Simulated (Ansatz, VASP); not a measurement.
Two plane-wave programs on Be

```
Be
1.0
     0.00000    2.14633    2.14633
     2.14633    0.00000    2.14633
     2.14633    2.14633    0.00000
Be
2
Direct
  0.71750 0.92750 0.92750
  0.28250 0.07250 0.07250
```

Change from the starting cell: shortest bond scaled by 0.58, PAW files, source ansatz.

Alike in both runs: task single point; functional PBEsol; k mesh 12 × 12 × 12; occupations fermi-dirac, width 0.05 eV; no spin polarisation.

|  | VASP | Ansatz |
| --- | --- | --- |
| version | VASP 6.6.1 | Ansatz 0.2.0 |
| potentials or method | VASP PAW PBE potentials, release 64 (Be) | scalar-relativistic |
| plane-wave cutoff (eV) | 520 | 960 |
| valence electrons in the cell | 4 | 8 |

|  | VASP | Ansatz | Ansatz less VASP |
| --- | --- | --- | --- |
| pressure (GPa) | 77.3 | 74.6 | -2.69 |
| traceless stress, the component that is largest in VASP (GPa) | -97.90 | -93.72 | +4.185 |
| rms of the force components (eV/Å) | 19.626 | 18.872 | -0.7542 |

VASP's potentials were made for PBE, not for PBEsol. Atom by atom the forces differ by 0.754 eV/Å (rms over components). Both programs put the cell under a high pressure, so it lies far from rest at this level. VASP's potentials hold 4 valence electrons a cell and Ansatz's 8, so a difference there can come from the potentials and not from the codes.

Noted on VASP's run: the cell as given lies far from equilibrium.
